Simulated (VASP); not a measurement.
Write the native input for VASP 6.6.1 that does the following.

* Task: relaxation of cell and atoms
* Functional: PBE
* Potentials or basis: VASP PAW PBE potentials, release 64 (Dy_3, Ga_d, H), 4f in core
* Cutoff: 500 eV
* k mesh: 6 × 6 × 4
* Occupations: gaussian, width 0.1 eV
* Spin: no spin polarisation
* Dipole correction: no
* Further INCAR settings: ALGO = Normal; EDIFF = 1e-07; IBRION = 2; EDIFFG = -0.04; NSW = 90; ISIF = 3

The structure of DyGaH4 lies in POSCAR:

```
DyGaH4
1.0
    3.1515131500      0.0000000000      0.0000000000
   -1.5757565800      2.7292904500      0.0000000000
    0.0000000000      0.0000000000      5.5681954900
Dy Ga H
1 1 4
Direct
    0.0000000000      0.0000000000      0.5000000000
    0.0000000000      0.0000000000      0.0000000000
    0.3333333300      0.6666666700      0.1794886000
    0.6666666700      0.3333333300      0.1794886000
    0.6666666700      0.3333333300      0.8205114000
    0.3333333300      0.6666666700      0.8205114000
```

The cell was generated, and may not be a known phase.

The input as run:

INCAR

```
ALGO = Normal
EDIFF = 1E-7
EDIFFG = -0.04
ENCUT = 500
GGA = PE
GGA_COMPAT = False
IBRION = 2
ISIF = 3
ISMEAR = 0
LASPH = True
LCHARG = False
LMAXMIX = 6
LREAL = False
LWAVE = False
NELM = 200
NELMIN = 4
NSW = 90
PREC = Accurate
SIGMA = 0.1
```

KPOINTS

```
k-points
0
Gamma
  6 6 4
```

Potentials or basis: VASP PAW PBE potentials, release 64 (Dy_3, Ga_d, H), 4f in core.

The run is started by

```console
$ cat potpaw_PBE.64/Dy_3/POTCAR potpaw_PBE.64/Ga_d/POTCAR potpaw_PBE.64/H/POTCAR > POTCAR
$ mpirun -np 1 vasp_std > vasp.out
```

It gave:

| Item | Value |
| --- | --- |
| Relaxed volume | 10.21 Å³/atom |
| Relaxed cell | a = 3.518 Å, b = 3.518 Å, c = 5.714 Å, α = 90.00°, β = 90.00°, γ = 120.00° |
| Space group after relaxing (to 0.1 Å) | P6/mmm (No. 191) |
| Energy gained by relaxing | 446.7 meV/atom |
| Ionic steps | 17 |
| Pressure after relaxing | 0.1 GPa |
| Largest force after relaxing | 0.019 eV/Å |
| Band gap on the k mesh | zero (bands 13 and 14 overlap by 2.99 eV) |

Caveat: the k points lie up to 0.34 Å⁻¹ apart in the final cell, too coarse for converged energies and pressures of a metal; the volume moved by over 15 % at a fixed basis, so the end points are rough; spin-orbit coupling is left out, which moves the levels of the heavy elements; the 4f electrons are frozen in the core, so they carry no moment and show no levels.

It took 120 s on 1 thread of Intel(R) Xeon(R) 6975P-C (Granite Rapids) (shared host), peak memory 0.19 GiB.
